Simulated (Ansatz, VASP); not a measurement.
## Al in VASP and in Ansatz

The input POSCAR:

```
Al
1.0
    0.0000000000      1.9834708509      1.9834708509
    1.9834708509      0.0000000000      1.9834708509
    1.9834708509      1.9834708509      0.0000000000
Al
1
Direct
    0.0000000000      0.0000000000      0.0000000000
```

INCAR.step1

```
SYSTEM = Al
ALGO     = Normal         ! electronic algorithm
EDIFF    = 1E-5           ! SCF threshold, eV
ENCUT    = 520            ! plane-wave cutoff, eV
GGA      = PE             ! functional
ISIF     = 2              ! what is computed and relaxed
ISMEAR   = -1             ! smearing method
LASPH    = .TRUE.         ! aspherical terms in the spheres
LREAL    = .FALSE.        ! projectors in reciprocal space
LWAVE    = .TRUE.         ! write WAVECAR
NBANDS   = 8              ! bands
NELM     = 80             ! most SCF steps
PREC     = Accurate       ! precision mode
SIGMA    = 0.05           ! smearing width, eV
```

File INCAR.step2:

```
SYSTEM = Al
AEXX     = 0.25           ! exact-exchange fraction
ALGO     = Normal         ! electronic algorithm
EDIFF    = 1E-6           ! SCF threshold, eV
ENCUT    = 520            ! plane-wave cutoff, eV
GGA      = PE             ! functional
ISIF     = 2              ! what is computed and relaxed
ISMEAR   = -1             ! smearing method
ISTART   = 1            
LASPH    = .TRUE.         ! aspherical terms in the spheres
LCHARG   = .TRUE.         ! write CHGCAR
LELF     = .TRUE.         ! ELF
LHFCALC  = .TRUE.         ! exact exchange
LREAL    = .FALSE.        ! projectors in reciprocal space
LVHAR    = .TRUE.       
LWAVE    = .FALSE.        ! write WAVECAR
NBANDS   = 8              ! bands
NELM     = 80             ! most SCF steps
PREC     = Accurate       ! precision mode
PRECFOCK = Normal       
SIGMA    = 0.05           ! smearing width, eV
```

The input KPOINTS:

```
k-points
0
G
  6 6 6
  0 0 0
```

Contents of input:

```
crystal:
  lattice:
    - [0.0, 1.9834708509, 1.9834708509]
    - [1.9834708509, 0.0, 1.9834708509]
    - [1.9834708509, 1.9834708509, 0.0]
  atoms:
    - { symbol: Al, position: [0.0, 0.0, 0.0] }
hamiltonian:
  xc: pbe0
  pseudopotentials: { kind: paw }
kpoints:
  mp_grid: { grid: [6, 6, 6] }
scf:
  occupations: { method: fermi_dirac, width: 0.05 }
output:
  forces: true
  stress: true
  eigenvalues: true
  write_density: true
  write_potential: true
  elf: true
  volumetric_format: npy
```

Alike in both runs: task single point; functional PBE0; k mesh 6 × 6 × 6; occupations fermi-dirac, width 0.05 eV; no spin polarisation.

```csv
,VASP,Ansatz
version,VASP 6.6.1,Ansatz 0.2.0
potentials or method,"VASP PAW PBE potentials, release 64 (Al)",Ansatz PAW
plane-wave cutoff (eV),520,420
valence electrons in the cell,3,3
```

```tsv
	VASP	Ansatz	Ansatz less VASP
gap on the k mesh at the Fermi level (eV)	none	none	-
pressure (GPa)	3.7	3.7	+0.03
```

A gap of «none» marks a metal or a gap that the smearing closes.

The k mesh is coarse, so the values compare programs but aren't converged.
